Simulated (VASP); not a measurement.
# MnPt2 (P-3m1) in VASP: settings compared

MnPt2 is run at these levels: PBE, r2SCAN, LDA, PBEsol; tasks: single point.

Program: VASP 6.6.1. These are calculated values, not measurements. Logs are shortened: lines on timing, memory, paths and dates and some standing lists are left out, and cuts for length are marked.

## 1. The cell of the first run

It takes space group P-3m1 (No. 164, trigonal). Conventional cell: a = 2.877 Å, b = 2.877 Å, c = 6.576 Å, α = 90.00°, β = 90.00°, γ = 120.00°. Within 3.5 Å of Pt (site symmetry 3m) lie 3 Mn at 2.66 Å and 9 Pt at 2.88 to 2.93 Å. Within 3.5 Å of Mn (site symmetry -3m) lie 6 Pt at 2.66 Å and 6 Mn at 2.88 Å.

## 2. Single point, PBE, collinear spin, ferromagnetic start

INCAR reads:

```
  ALGO = Normal
  EDIFF = 1E-6
  ENCUT = 520
  GGA = PE
  ISIF = 2
  ISMEAR = -1
  ISPIN = 2
  LASPH = T
  LCHARG = T
  LELF = T
  LMAXMIX = 4
  LORBIT = 11
  LREAL = F
  LVHAR = T
  LWAVE = F
  MAGMOM = 0 0 4
  NBANDS = 28
  NELM = 150
  PREC = Accurate
  SIGMA = 0.05
```

KPOINTS reads:

```
k-points
0
Gamma
  11 11 4
```

POSCAR reads:

```
MnPt2
1.0
    2.8773348343      0.0000000000      0.0000000000
   -1.4386674171      2.4918450617      0.0000000000
    0.0000000000      0.0000000000      6.5757668767
Pt Mn
2 1
Direct
    0.6666666667      0.3333333333      0.3162060000
    0.3333333333      0.6666666667      0.6837940000
    0.0000000000      0.0000000000      0.0000000000
```

Potentials or basis: VASP PAW PBE potentials, release 64 (Pt, Mn_pv).

On the command line:

```sh
$ cat potpaw_PBE.64/Pt/POTCAR potpaw_PBE.64/Mn_pv/POTCAR > POTCAR
$ mpirun -np 1 vasp_std > vasp.out
```

OUTCAR:

```text
EDIFF = 1E-6
   ENCUT = 520
   GGA = PE
   ISIF = 2
   ISMEAR = -1
   ISPIN = 2
   LASPH = T
   LORBIT = 11
   LREAL = F
   NELM = 150
   PREC = Accurate

 ion  position               nearest neighbor table
   1  0.667  0.333  0.316-   3 2.66   3 2.66   3 2.66   2 2.93   2 2.93   2 2.93
   2  0.333  0.667  0.684-   3 2.66   3 2.66   3 2.66   1 2.93   1 2.93   1 2.93
   3  0.000  0.000  0.000-   1 2.66   2 2.66   2 2.66   1 2.66   1 2.66   2 2.66

  LATTYP: Found a hexagonal cell.
 ALAT       =     2.8773348343
 C/A-ratio  =     2.2853672775

  Lattice vectors:

 A1 = (   2.8773348343,   0.0000000000,   0.0000000000)
 A2 = (  -1.4386674171,   2.4918450617,   0.0000000000)
 A3 = (   0.0000000000,   0.0000000000,   6.5757668767)

Analysis of symmetry for initial positions (statically):
=====================================================================
 Subroutine PRICEL returns:
 Original cell was already a primitive cell.

 Routine SETGRP: Setting up the symmetry group for a
 hexagonal supercell.

 Subroutine GETGRP returns: Found 12 space group operations
 (whereof 12 operations were pure point group operations)
 out of a pool of 24 trial point group operations.

The static configuration has the point symmetry D_3d.

Analysis of symmetry for dynamics (positions and initial velocities):
=====================================================================
 Subroutine PRICEL returns:
 Original cell was already a primitive cell.

 Routine SETGRP: Setting up the symmetry group for a
 hexagonal supercell.

 Subroutine GETGRP returns: Found 12 space group operations
 (whereof 12 operations were pure point group operations)
 out of a pool of 24 trial point group operations.

The dynamic configuration has the point symmetry D_3d.

Analysis of structural, dynamic, and magnetic symmetry:
=====================================================================
 Subroutine PRICEL returns:
 Original cell was already a primitive cell.

 Routine SETGRP: Setting up the symmetry group for a
 hexagonal supercell.

 Subroutine GETGRP returns: Found 12 space group operations
 (whereof 12 operations were pure point group operations)
 out of a pool of 24 trial point group operations.

The overall configuration has the point symmetry D_3d.

 Subroutine INISYM returns: Found 12 space group operations
 (whereof 12 operations are pure point group operations),
 and found     1 'primitive' translations

----------------------------------------------------------------------------------------

                                     Primitive cell

  volume of cell :      47.1474

  direct lattice vectors                    reciprocal lattice vectors
     2.877334834  0.000000000  0.000000000     0.347543841  0.200654530  0.000000000
    -1.438667417  2.491845062  0.000000000     0.000000000  0.401309060  0.000000000
     0.000000000  0.000000000  6.575766877     0.000000000  0.000000000  0.152073518

  length of vectors
     2.877334834  2.877334834  6.575766877     0.401309060  0.401309060  0.152073518

  position of ions in fractional coordinates (direct lattice)
     0.666666667  0.333333333  0.316206000
     0.333333333  0.666666667  0.683794000
     0.000000000  0.000000000  0.000000000

  ion indices of the primitive-cell ions
   primitive index   ion index
                 1           1
                 2           2
                 3           3

----------------------------------------------------------------------------------------

 KPOINTS: k-points

Automatic generation of k-mesh.
 Grid dimensions read from file:
 generate k-points for:   11   11    4

 Generating k-lattice:

  Cartesian coordinates                     Fractional coordinates (reciprocal lattice)
     0.031594895  0.018241321  0.000000000     0.090909091 -0.000000000  0.000000000
     0.000000000  0.036482642  0.000000000     0.000000000  0.090909091  0.000000000
     0.000000000  0.000000000  0.038018379     0.000000000  0.000000000  0.250000000

  Length of vectors
     0.036482642  0.036482642  0.038018379

  Shift w.r.t. Gamma in fractional coordinates (k-lattice)
     0.000000000  0.000000000  0.000000000

 Subroutine IBZKPT returns following result:
 ===========================================

 Found     58 irreducible k-points:

 Following reciprocal coordinates:
            Coordinates               Weight
  0.000000  0.000000  0.000000      1.000000
  0.090909  0.000000  0.000000      6.000000
  0.181818 -0.000000  0.000000      6.000000
  0.272727 -0.000000  0.000000      6.000000
  0.363636  0.000000  0.000000      6.000000
  0.454545 -0.000000  0.000000      6.000000
[... 16 lines left out ...]
  0.000000  0.272727  0.250000      6.000000
  0.363636  0.000000  0.250000      6.000000
 [... further k-points ...]
   k-points           NKPTS =     58   k-points in BZ     NKDIM =     58   number of bands    NBANDS=     28
   number of dos      NEDOS =    301   number of ions     NIONS =      3
   total plane-waves  NPLWV =  28800
   dimension x,y,z NGX =    24 NGY =   24 NGZ =   50
   dimension x,y,z NGXF=    48 NGYF=   48 NGZF=  100
   ions per type =               2   1
   NGX,Y,Z   is equivalent  to a cutoff of  13.87, 13.87, 12.64 a.u.
   NGXF,Y,Z  is equivalent  to a cutoff of  27.73, 27.73, 25.28 a.u.
 SYSTEM =  unknown system
   PREC   = accura    normal or accurate (medium, high low for compatibility)
   ISTART =      0    job   : 0-new  1-cont  2-samecut
   ICHARG =      2    charge: 1-file 2-atom 10-const
   ISPIN  =      2    spin polarized calculation?
   LNONCOLLINEAR =      F non collinear calculations
   LSORBIT =      F    spin-orbit coupling
   LASPH  =      T    aspherical Exc in radial PAW
   ENCUT  =  520.0 eV  38.22 Ry    6.18 a.u.   5.35  5.35 12.23*2*pi/ulx,y,z
   NELM   =    150;   NELMIN=  2; NELMDL= -5     # of ELM steps
   EDIFF  = 0.1E-05   stopping-criterion for ELM
   LREAL  =      F    real-space projection
   EDIFFG = 0.1E-04   stopping-criterion for IOM
   NSW    =      0    number of steps for IOM
   IBRION =     -1    ionic relax: 0-MD 1-quasi-New 2-CG
   NFREE  =      0    steps in history (QN), initial steepest desc. (CG)
   ISIF   =      2    stress and relaxation
   ISYM   =      2    0-nonsym 1-usesym 2-fastsym
   POTIM  = 0.5000    time-step for ionic-motion
   TEBEG  =    0.0;   TEEND  =   0.0 temperature during run
   PSTRESS=    0.0 pullay stress
   NELECT =      33.0000    total number of electrons
   NUPDOWN=      -1.0000    fix difference up-down
   EMIN   =  10.00;   EMAX   =-10.00  energy-range for DOS
   EFERMI =   0.00;   METHOD = LEGACY
   ISMEAR =    -1;   SIGMA  =   0.05  broadening in eV -4-tet -1-fermi 0-gaus
   EFERMI_NEDOS =   21; number of points for ismear=-14 and -15
   IALGO  =     38    algorithm
   IMIX   =      4    mixing-type and parameters
     AMIX     =   0.40;   BMIX     =  1.00
     AMIX_MAG =   1.60;   BMIX_MAG =  1.00
  volume/ion in A,a.u.               =      15.72       106.06
  Fermi-wavevector in a.u.,A,eV,Ry     =   1.453540  2.746792 28.746080  2.112777
  Thomas-Fermi vector in A             =   2.570794
   LORBIT       =     11    0 simple, 1 ext, 2 COOP (PROOUT), +10 PAW based schemes
   GGA     = PE    functional components
   LHFCALC =     F    Hartree Fock is set to
   AEXX    =    0.0000 exact exchange contribution
   IVDW    =     0    specifies the selected vdW correction
   LEPSILON=     F    determine dielectric tensor
   LRPA    =     F    only Hartree local field effects (RPA)
 spin polarized calculation
  energy-cutoff  :      520.00
  volume of cell :       47.15
 maximum number of plane-waves:      1309
 NGX is ok and might be reduce to    24
   NGX = 11   NGY = 11   NGZ = 25

 number of electron      33.0000002 magnetization       4.6168163

 Free energy of the ion-electron system (eV)
  ---------------------------------------------------
  ext. energy  EPLUGINS =         0.00000000
  ---------------------------------------------------
  free energy    TOTEN  =       -21.78537007 eV

  energy without entropy =      -21.76854476  energy(sigma->0) =      -21.77695741

 E-fermi :   9.2417     XC(G=0): -12.7268

 val. band max:        9.2410383729   @ k =   0.0000   0.4545   0.2500
 cond. band min:       9.2555792776   @ k =   0.3636   0.0909   0.2500
 fundamental gap:      0.0145409047
 Fermi energy:         9.2416842198

 spin component 1

 k-point     1 :       0.0000    0.0000    0.0000
  band No.  band energies     occupation
      1     -40.5761      1.00000
      2     -40.5761      1.00000
      3     -40.5685      1.00000
      4       0.1148      1.00000
      5       2.4316      1.00000
      6       3.5103      1.00000
[... 20 lines left out ...]
     27      27.9512      0.00000
     28      27.9523      0.00000
[... 683 lines left out ...]
 k-point    24 :       0.3636    0.0000    0.2500
  band No.  band energies     occupation
      1     -40.6756      1.00000
      2     -40.6008      1.00000
      3     -40.5561      1.00000
      4       2.8249      1.00000
      5       3.4031      1.00000
      6       3.9173      1.00000
[... 20 lines left out ...]
     27      23.0679      0.00000
     28      24.4931      0.00000

 [... further k-points ...]

 spin component 2

 k-point     1 :       0.0000    0.0000    0.0000
  band No.  band energies     occupation
      1     -36.5429      1.00000
      2     -36.4685      1.00000
      3     -36.4685      1.00000
      4       0.3634      1.00000
      5       2.5693      1.00000
      6       4.3130      1.00000
[... 20 lines left out ...]
     27      28.6791      0.00000
     28      28.7102      0.00000
[... 683 lines left out ...]
 k-point    24 :       0.3636    0.0000    0.2500
  band No.  band energies     occupation
      1     -36.5848      1.00000
      2     -36.5275      1.00000
      3     -36.4970      1.00000
      4       3.1430      1.00000
      5       3.7221      1.00000
      6       4.2497      1.00000
[... 20 lines left out ...]
     27      23.6172      0.00000
     28      25.0186      0.00000

 [... further k-points ...]

------------------------ aborting loop because EDIFF is reached ----------------------------------------

  FORCE on cell =-STRESS in cart. coord.  units (eV):
  Direction    XX          YY          ZZ          XY          YZ          ZX
  --------------------------------------------------------------------------------------
  -------------------------------------------------------------------------------------
  Total       -1.4013755     -1.4013755     -0.7539448     -0.0000000      0.0000000      0.0000000
  in kB      -47.6219584    -47.6219584    -25.6207751     -0.0000000      0.0000000      0.0000000
  external PRESSURE =     -40.2882306 kB  Pullay stress =       0.0000000 kB

 VOLUME and BASIS-vectors are now :
 -----------------------------------------------------------------------------
  energy-cutoff  :      520.00
  volume of cell :       47.15
      direct lattice vectors                 reciprocal lattice vectors
     2.877334834  0.000000000  0.000000000     0.347543841  0.200654530  0.000000000
    -1.438667417  2.491845062  0.000000000     0.000000000  0.401309060  0.000000000
     0.000000000  0.000000000  6.575766877     0.000000000  0.000000000  0.152073518

 POSITION                                       TOTAL-FORCE (eV/Angst)
 -----------------------------------------------------------------------------------
      1.43867      0.83062      2.07930         0.000000     -0.000000     -0.007235
     -0.00000      1.66123      4.49647        -0.000000      0.000000      0.007235
      0.00000      0.00000      0.00000         0.000000      0.000000      0.000000
 -----------------------------------------------------------------------------------
    total drift:                               -0.000000     -0.000000     -0.000000

  FREE ENERGIE OF THE ION-ELECTRON SYSTEM (eV)
  ---------------------------------------------------
  free  energy   TOTEN  =       -21.7853700704 eV

  energy  without entropy=      -21.7685447583  energy(sigma->0) =      -21.77695741

 total charge

# of ion       s       p       d       tot
------------------------------------------
    1        0.640   0.509   8.040   9.189
    2        0.640   0.509   8.040   9.189
    3        0.314   6.256   4.952  11.521
--------------------------------------------------
tot          1.594   7.275  21.031  29.900

 magnetization (x)

# of ion       s       p       d       tot
------------------------------------------
    1       -0.018  -0.004   0.331   0.309
    2       -0.018  -0.004   0.331   0.309
    3        0.019   0.025   3.769   3.813
--------------------------------------------------
tot         -0.018   0.018   4.432   4.432
```

Run time: 98 s. Hardware: 1 thread of AMD EPYC 9R45 (Zen 5), shared host; peak memory 0.24 GiB.

What came out:

| Property | Result |
| --- | --- |
| Free energy | -21.7854 eV |
| Pressure | -4.0 GPa |
| Largest force | 0.007 eV/Å |
| Net moment | 4.62 μB per cell |
| Site moments | Pt +0.31; Mn +3.81 μB |
| Valence electrons inside the program's atomic spheres | Pt 9.19; Mn 11.52 |

Forces on the atoms (eV/Å):
```
Pt   0.000  0.000 -0.007
Pt   0.000  0.000  0.007
Mn   0.000  0.000  0.000
```

Caveat: the cell stands under tension; spin-orbit coupling is left out, which moves the levels of the heavy elements.

(Continued in part 2 of 3.)
